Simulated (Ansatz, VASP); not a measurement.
## Se in VASP and in Ansatz

INCAR

```
SYSTEM = Se
  PREC = Accurate
  ENCUT = 520
  EDIFF = 1E-6
  ISMEAR = -1
  SIGMA = 0.1
  LREAL = .False.
  LASPH = .True.
  NELM = 100
  ALGO = Normal
  ISIF = 2
  LWAVE = .False.
  LCHARG = .False.
  GGA = B5
  ALDAX = 1.0
  AGGAX = 1.0
  AGGAC = 1.0
  ALDAC = 0.0
  NBANDS = 16
```

The input KPOINTS:

```
Automatic mesh
0
Gamma
  9 9 9
  0 0 0
```

POSCAR

```
Se
1.0
    4.7493973651      0.0000000000      0.0000000000
   -2.3746986825      4.1130987708      0.0000000000
    0.0000000000      0.0000000000      3.7787988400
Se
3
Direct
    1.0000000000      1.0000000000      0.0000000000
    0.3333333333      0.6666666667      0.5000000000
    0.6666666667      0.3333333333      0.5000000000
```

Input for Ansatz:

```yaml
crystal:
  lattice:
    - [4.7493973651, 0.0, 0.0]
    - [-2.3746986825, 4.1130987708, 0.0]
    - [0.0, 0.0, 3.77879884]
  atoms:
    - { symbol: Se, position: [1.0, 1.0, 0.0] }
    - { symbol: Se, position: [0.3333333333, 0.6666666667, 0.5] }
    - { symbol: Se, position: [0.6666666667, 0.3333333333, 0.5] }
hamiltonian:
  xc: blyp
  pseudopotentials:
    kind: paw
    azcp:
      Se: "pseudopotentials/Se.paw.azcp"
basis:
  ecutwfc: 420
  fft_grid_basis: typed
kpoints:
  mp_grid: { grid: [9, 9, 9], shift: [0, 0, 0] }
magnetization:
  spin_polarized: false
scf:
  occupations: { method: fermi_dirac, width: 0.1 }
  lower_state_search: "off"
output:
  stress: true
  write_density: true
  write_potential: true
  elf: true
  volumetric_format: npy
```

Alike in both runs: task single point; functional BLYP; k mesh 9 × 9 × 9; occupations fermi-dirac, width 0.1 eV; no spin polarisation.

```csv
,VASP,Ansatz
version,VASP 6.6.1,Ansatz 0.2.0
potentials or method,"VASP PAW PBE potentials, release 64 (Se), cutoff 520 eV","plane waves (420 eV) with PAW, scalar-relativistic"
valence electrons in the cell,18,48
```

```tsv
	VASP	Ansatz	Ansatz less VASP
pressure (GPa)	0.1	0.0	-0.12
traceless stress, the component that is largest in VASP (GPa)	0.32	0.37	+0.057
```

VASP's potentials were made for PBE, not for BLYP. VASP's potentials hold 18 valence electrons a cell and Ansatz's 48, so a difference there can come from the potentials and not from the codes.
